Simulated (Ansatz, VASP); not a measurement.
# Two plane-wave programs on CsH2

```
CELL_PARAMETERS angstrom
6.20764 0.00000 0.00000
0.00000 6.20764 0.00000
0.00000 0.00000 7.07915
ATOMIC_POSITIONS crystal
Cs 0.00000 0.00000 0.00000
Cs 0.50000 0.50000 0.50000
H 0.45668 0.45668 0.00000
H 0.04332 0.95668 0.50000
H 0.54332 0.54332 0.00000
H 0.95668 0.04332 0.50000
```

Alike in both runs: functional PBE; k mesh 6 × 6 × 8; occupations gaussian, width 0.1 eV; no spin polarisation.

Ansatz relaxed the structure, and its values are those at the end. VASP's run is a single point on that final structure, the one shown.

|  | VASP | Ansatz |
| --- | --- | --- |
| version | VASP 6.6.1 | Ansatz 0.2.0 |
| potentials or method | VASP PAW PBE potentials, release 64 (Cs_sv, H), cutoff 520 eV | scalar-relativistic, plane waves, PAW |
| valence electrons in the cell | 22 | 22 |

```tsv
	VASP	Ansatz	Ansatz less VASP
gap on the k mesh at the Fermi level (eV)	none	none	-
pressure (GPa)	0.0	0.0	+0.04
rms of the force components (eV/Å)	0.005	0.000	-0.0044
```

A gap of «none» marks a metal or a gap that the smearing closes. With one functional, cell and mesh, what is left measures potentials, basis and numerics.

Neither program's run includes spin-orbit coupling.
